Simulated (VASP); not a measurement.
Here is a VASP 6.6.1 calculation.

INCAR

```
ALGO     = Normal         # electronic algorithm
EDIFF    = 1E-6           # SCF threshold, eV
ENCUT    = 520            # plane-wave cutoff, eV
GGA      = PS             # functional
ISIF     = 2              # what is computed and relaxed
ISMEAR   = -1             # smearing method
LASPH    = T              # aspherical terms in the spheres
LCHARG   = T              # write CHGCAR
LELF     = T              # ELF
LREAL    = F              # projectors in reciprocal space
LVHAR    = T            
LWAVE    = F              # write WAVECAR
NBANDS   = 10             # bands
NELM     = 100            # most SCF steps
PREC     = Accurate       # precision mode
SIGMA    = 0.05           # smearing width, eV
```

KPOINTS

```
k-points
0
Gamma
  14 14 14
```

Contents of POSCAR:

```
Re
1.0
    0.0000000000      1.9750000000      1.9947500000
    1.9750000000      0.0000000000      1.9947500000
    1.9750000000      1.9750000000      0.0000000000
Re
1
Direct
    0.0000000000      0.0000000000      0.0000000000
```

Potentials or basis: VASP PAW PBE potentials, release 64 (Re).

Run with:

```console
$ cat potpaw_PBE.64/Re/POTCAR > POTCAR
$ mpirun -np 1 vasp_std > vasp.out
```

Question: Predict the pressure.

Answer: -21.9 GPa.

Stress tensor (GPa, compression positive):
```
-21.26   0.00   0.00
  0.00 -21.26   0.00
  0.00   0.00 -23.30
```

Caveat: the cell differs from its parent crystal (zz strain of +1 %); the PAW data sets were made with another functional, which shifts forces and pressure a little.
